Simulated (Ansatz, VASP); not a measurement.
# Ge: VASP beside Ansatz

```
Ge
1.0
     2.87887    0.00000    0.00000
    -1.43943    2.49317    0.00000
     0.00000    0.00000    2.69343
Ge
1
Direct
  0.00000 0.00000 0.50000
```

Alike in both runs: functional PBE; k mesh 24 × 24 × 20; occupations gaussian, width 0.1 eV; no spin polarisation.

Ansatz relaxed the structure, and its values are those at the end. VASP's run is a single point on that final structure, the one shown.

|  | VASP | Ansatz |
| --- | --- | --- |
| version | VASP 6.6.1 | Ansatz 0.2.0 |
| potentials or method | VASP PAW PBE potentials, release 64 (Ge_d), cutoff 520 eV | scalar-relativistic, plane waves, PAW |
| valence electrons in the cell | 14 | 14 |

|  | VASP | Ansatz | Ansatz less VASP |
| --- | --- | --- | --- |
| gap on the k mesh at the Fermi level (eV) | none | none | - |
| pressure (GPa) | -0.2 | 0.0 | +0.17 |

A gap of «none» marks a metal or a gap that the smearing closes.
